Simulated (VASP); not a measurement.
Here is a VASP 6.6.1 calculation.

File INCAR:

```
SYSTEM = GaN
ALGO = Normal
EDIFF = 1E-6
ENCUT = 520
GGA = PE
ISIF = 2
ISMEAR = -1
LASPH = .TRUE.
LCHARG = .FALSE.
LREAL = .FALSE.
LWAVE = .FALSE.
NBANDS = 26
NELM = 60
PREC = Accurate
SIGMA = 0.08
```

File KPOINTS:

```
k-points
0
G
  12 12 7
  0 0 0
```

File POSCAR:

```
GaN
1.0
    2.8387677220      0.0000000000      0.0000000000
   -1.4193838610      2.4584449627      0.0000000000
    0.0000000000      0.0000000000      4.8727379347
Ga N
2 2
Direct
    0.0000000000      0.0000000000      0.0000000000
    0.0000000000      0.0000000000      0.5000000000
    0.3333333333      0.6666666667      0.2500000000
    0.6666666667      0.3333333333      0.7500000000
```

Potentials or basis: VASP PAW PBE potentials, release 64 (Ga_d, N).

The run is started by

```bash
$ cat potpaw_PBE.64/Ga_d/POTCAR potpaw_PBE.64/N/POTCAR > POTCAR
$ mpirun -np 1 vasp_std > vasp.out
```

(1) Estimate the band gap on the k mesh.

(2) Estimate the pressure.

## Answers

(1) 1.97 eV, indirect (least direct gap 3.14 eV).

(2) 46.1 GPa.
